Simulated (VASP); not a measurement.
Set up this calculation in VASP 6.6.1, as the native input.

```yaml
Task: single point
Functional: PBE
Potentials_or_basis: VASP PAW PBE potentials, release 64 (W_sv, O, Hf_pv)
Cutoff: 520 eV
k_mesh: 1 × 1 × 1
Occupations: fermi-dirac, width 0.1034 eV
Spin: no spin polarisation
Dipole_correction: no
Further_INCAR_settings: LREAL = Auto; ALGO = Normal; EDIFF = 1e-06; NBANDS = 117; ISYM = 0
```

The structure of Hf3WO9 lies in POSCAR:

```
Hf3WO9
1.0
    7.0354530000      0.0129440000     -0.0287230000
    0.0129440000      7.0792940000     -0.1266340000
   -0.0287230000     -0.1266340000      7.1702520000
W O Hf
2 18 6
Direct
    0.2018033142      0.1103572051      0.0529260856
    0.4935175969      0.7981797708      0.6304180108
    0.7251906929      0.1921330748      0.2403650851
    0.7627188211      0.3738164953      0.8713260637
    1.0207113561      0.6294153911      1.0087708606
    0.6905564430      0.7335213169      0.7863419014
    0.0381840085      0.1005084175      0.8792179887
    0.4230533351      0.2359290091      0.9717202401
    0.3528388664      0.9075615103      0.0967425880
   -0.0022799786      0.8209175489      0.5409697714
    0.2069226082      0.3809320300      0.1769685898
    0.6322680881      1.0310784641      0.6067853998
    0.3490740422      0.9986649995      0.7393634697
    0.0715394925      0.0547041187      0.2472522905
   -0.0096579654      0.3485202082      0.5191339303
    0.4001124951      0.7010922015      0.4053403620
    0.3427037441      0.1766772378      0.4647493317
    0.6115707630      0.4405832067      0.5579245975
    0.7090281806      0.5711501921      0.2199076755
    0.3159690378      0.6048786805      0.7686475713
    0.5374352693      0.2464885162      0.7210641383
    0.2849013233      0.6379280079      0.0401841659
    0.8942511305      0.4058200001      0.1964186454
    0.0863904660      0.0696888915      0.5556911217
    0.5015826305      0.3666519486      0.3076616499
    0.9105442616      0.5631777011      0.7169212474
```

The input as run:

INCAR

```
ALGO = Normal
EDIFF = 1E-6
ENCUT = 520
GGA = PE
ISIF = 2
ISMEAR = -1
ISYM = 0
LASPH = T
LCHARG = F
LREAL = Auto
LWAVE = F
NBANDS = 117
NELM = 80
PREC = Accurate
SIGMA = 0.1034
```

KPOINTS

```
k-points
0
Gamma
  1 1 1
```

Potentials or basis: VASP PAW PBE potentials, release 64 (W_sv, O, Hf_pv).

Launch:

```bash
$ cat potpaw_PBE.64/W_sv/POTCAR potpaw_PBE.64/O/POTCAR potpaw_PBE.64/Hf_pv/POTCAR > POTCAR
$ mpirun -np 1 vasp_gam > vasp.out
```

It gave:

The pressure is 4.8 GPa and the largest force is 5.849 eV/Å.

Caveat: the k points lie up to 0.89 Å⁻¹ apart, too coarse for converged energies, forces and pressures; the atoms stand as in a frame of molecular dynamics.

Wall time 65 s on 1 thread of AMD EPYC 7R13 Processor (Zen 3), on a shared host, peak memory 0.35 GiB.
